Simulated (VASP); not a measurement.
Here is a VASP 6.6.1 calculation.

INCAR

```
SYSTEM = NaH
  PREC = Accurate
  ENCUT = 520
  EDIFF = 1E-6
  ISMEAR = 0
  SIGMA = 0.05
  LREAL = .FALSE.
  LASPH = .TRUE.
  NELM = 80
  ALGO = Normal
  ISIF = 2
  LWAVE = .FALSE.
  LCHARG = .FALSE.
  GGA = PE
  NBANDS = 11
```

The input KPOINTS:

```
Automatic mesh
0
G
  10 10 10
  0 0 0
```

File POSCAR:

```
NaH
1.0
    3.0290021000      0.0000000000      0.0000000000
    0.0000000000      3.0290021000      0.0000000000
    0.0000000000      0.0000000000      2.9551240000
Na H
1 1
Direct
    0.0000000000      0.0000000000      0.0000000000
    0.5000000000      0.5000000000      0.5000000000
```

Potentials or basis: VASP PAW PBE potentials, release 64 (Na_pv, H).

Run with:

```bash
$ cat potpaw_PBE.64/Na_pv/POTCAR potpaw_PBE.64/H/POTCAR > POTCAR
$ mpirun -np 1 vasp_std > vasp.out
```

Question: Predict the band gap on the k mesh.

Answer: 0.95 eV, indirect (least direct gap 4.27 eV).

Question: What does it give for the pressure?

Answer: -0.9 GPa.

Stress tensor (GPa, compression positive):
```
-1.80  0.00  0.00
 0.00 -1.80  0.00
 0.00  0.00  0.81
```

Caveat: the cell differs from its parent crystal (strain +0.025 along x and y, +0.000 along z). A k mesh can miss the band edges.
